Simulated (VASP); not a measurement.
A run of VASP 6.6.1:

INCAR

```
SYSTEM = Lu
ALGO = Normal ; EDIFF = 1E-7
ENCUT = 520 ; GGA = PS
ISIF = 2 ; ISMEAR = -1
LASPH = .TRUE. ; LCHARG = .FALSE.
LREAL = .FALSE. ; LWAVE = .FALSE.
NBANDS = 32 ; NELM = 60
PREC = Accurate ; SIGMA = 0.1
```

Contents of KPOINTS:

```
k-points
0
G
  8 8 8
  0 0 0
```

Contents of POSCAR:

```
Lu
1.0
    0.0000000000      3.5878717688      3.5878717688
    3.5878717688      0.0000000000      3.5878717688
    3.5878717688      3.5878717688      0.0000000000
Lu
2
Direct
    0.1250000000      0.1250000000      0.1250000000
    0.8750000000      0.8750000000      0.8750000000
```

Potentials or basis: VASP PAW PBE potentials, release 64 (Lu).

Command:

```console
$ cat potpaw_PBE.64/Lu/POTCAR > POTCAR
$ mpirun -np 1 vasp_std > vasp.out
```

Hardware: 1 thread of Oxide Virtual Turin-like Processor, on a shared host.

Problem. Estimate the wall time of this run.

Solution. Run time: 2.2 min on 1 thread of Oxide Virtual Turin-like Processor (shared host), peak memory 0.24 GiB. Counts: scf iterations 13, k points 29.
